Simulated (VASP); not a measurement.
Crystal: NaSc3.

```
CELL_PARAMETERS angstrom
4.82750 0.00000 0.00000
0.00000 4.82750 0.00000
0.00000 0.00000 4.82750
ATOMIC_POSITIONS crystal
Na 0.00000 0.00000 0.00000
Sc 0.00000 0.50000 0.50000
Sc 0.50000 0.00000 0.50000
Sc 0.50000 0.50000 0.00000
```

| Property | Result |
| --- | --- |
| Program | VASP 6.6.1 |
| Task | relaxation of volume and atoms at fixed shape |
| Functional | LDA |
| Potentials or basis | VASP PAW LDA potentials, release 64 (Na_pv, Sc_sv) |
| Cutoff | 600 eV |
| k mesh | 4 × 4 × 4 |
| Occupations | fermi-dirac, width 0.1 eV |
| Spin | no spin polarisation |

At the start: pressure -5.3 GPa; volume 28.13 Å³/atom.

**Question.** Where does the relaxation end?

**Answer.** Over 4 steps the energy falls by 81.2 meV/atom and the volume is 23.75 Å³/atom (-15.5 %); space group Pm-3m (No. 221, to 0.05 Å).

Step by step:
```tsv
step	energy change (eV)	largest force (eV/Å)	pressure (GPa)	volume (Å³)
1	0.0000	0.0000	-5.29	112.50
2	-0.3135	0.0000	-1.21	98.05
3	-0.3249	0.0000	-0.11	95.34
4	-0.3250	0.0000	0.03	95.02
```

Final structure:
```xyz
4
Lattice="4.5632 0.0000 0.0000 0.0000 4.5632 0.0000 0.0000 0.0000 4.5632" Properties=species:S:1:pos:R:3 pbc="T T T"
Na    0.0000    0.0000    0.0000
Sc    0.0000    2.2816    2.2816
Sc    2.2816    0.0000    2.2816
Sc    2.2816    2.2816    0.0000
```

Caveat: the volume moved by over 15 % at a fixed basis, so the end points are rough.
